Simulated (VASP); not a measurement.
## Rh: single point with PBEsol

Crystal: Rh.

```
Rh
1.0
     0.00000    1.88975    1.88975
     1.88975    0.00000    1.88975
     1.88975    1.88975    0.00000
Rh
1
Direct
  0.00000 0.00000 0.00000
```

```json
{
 "Program": "VASP 6.6.1",
 "Task": "single point",
 "Functional": "PBEsol",
 "Potentials or basis": "VASP PAW PBE potentials, release 64 (Rh_pv)",
 "Cutoff": "500 eV",
 "k mesh": "10 × 10 × 10",
 "Occupations": "methfessel-paxton, width 0.1 eV",
 "Spin": "no spin polarisation",
 "Dipole correction": "no",
 "Further INCAR settings": "ALGO = Normal; EDIFF = 1e-06; NBANDS = 14"
}
```

The pressure is 0.0 GPa and the band gap on the k mesh is zero (an odd number of electrons rules out a gap without spin polarisation).

Levels at points of the mesh, in eV from the Fermi level:
```
           k point  band 3  band 4  band 5  band 6  band 7  band 8  band 9  band 10  band 11  band 12
(0.00, 0.00, 0.00)  -46.42   -8.24   -3.23   -3.23   -3.23   -1.06   -1.06    15.87    20.26    21.43
(0.50, 0.00, 0.00)  -46.52   -6.37   -3.31   -3.31    0.55    0.55    0.59     8.73    15.39    20.26
(0.50, 0.50, 0.00)  -46.70   -6.57   -6.19    0.53    0.98    0.98    3.16    12.42    13.30    13.30
```

Wall time 4 s on 1 thread of Intel(R) Xeon(R) Platinum 8481C CPU @ 2.70GHz (Sapphire Rapids), with other jobs on the host, peak memory 0.12 GiB.

Caveat: the PAW data sets were made with another functional, which shifts forces and pressure a little.
